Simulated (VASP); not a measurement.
Runs of VASP 6.6.1 on SrTlI3. The structure is that of space group Pm-3m (No. 221), or close to it. The cells are those of the table. 

```csv
level,cell,smearing,gap on the mesh (eV),pressure (GPa)
r2SCAN,"a = 6.392, b = 6.392, c = 6.347 Å, 5 atoms",gaussian 0.01 eV,2.90,-0.1
PBE,"a = 6.361 Å, 5 atoms",fermi-dirac 0.02 eV,(a),0.4
r2SCAN,"a = 6.361 Å, 5 atoms",gaussian 0.01 eV,2.91,0.0
r2SCAN,"a = 6.551 Å, 5 atoms",gaussian 0.01 eV,2.88,(c)
PBE,"a = 6.392, b = 6.392, c = 6.347 Å, 5 atoms",fermi-dirac 0.02 eV,(b),0.3
```

Alike in all rows: task single point; potentials or basis VASP PAW PBE potentials, release 64 (Tl_d, Sr_sv, I); no spin polarisation; k mesh 4 × 4 × 4; cutoff (eV) 520.

Fill in the values left out.

(a) 2.52; (b) 2.51; (c) -1.1.

Caveats: spin-orbit coupling is left out, which moves the levels of the heavy elements; the PAW data sets were made with another functional, which shifts forces and pressure a little (at least some runs).

A k mesh can miss the band edges, and the runs leave out spin-orbit coupling on I, Sr, Tl.
